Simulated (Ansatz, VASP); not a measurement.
MgO in VASP and in Ansatz

```xyz
4
Lattice="3.4511 0.0000 0.0000 -1.7255 2.9887 0.0000 0.0000 0.0000 4.1377" Properties=species:S:1:pos:R:3 pbc="T T T"
Mg    1.7255    0.9962    3.1033
Mg    0.0000    1.9925    1.0344
O     1.7255    0.9962    1.0344
O     0.0000    1.9925    3.1033
```

Alike in both runs: functional LDA; k mesh 6 × 6 × 6; occupations gaussian, width 0.02 eV; no spin polarisation.

Ansatz relaxed the structure, and its values are those at the end. VASP's run is a single point on that final structure, the one shown.

|  | VASP | Ansatz |
| --- | --- | --- |
| version | VASP 6.6.1 | Ansatz 0.2.0 |
| potentials or method | VASP PAW LDA potentials, release 64 (Mg, O), cutoff 520 eV | scalar-relativistic, plane waves, PAW |
| valence electrons in the cell | 16 | 32 |

|  | VASP | Ansatz | Ansatz less VASP |
| --- | --- | --- | --- |
| gap on the k mesh at the Fermi level (eV) | 3.49 | 3.49 | +0.004 |
| least direct gap on the mesh (eV) | 3.49 | 3.49 | +0.004 |
| pressure (GPa) | -1.7 | 0.0 | +1.73 |

LDA's correlation is that of Perdew and Zunger in VASP and of Perdew and Wang (1992) in Ansatz. VASP's potentials hold 16 valence electrons a cell and Ansatz's 32, so a difference there can come from the potentials and not from the codes.
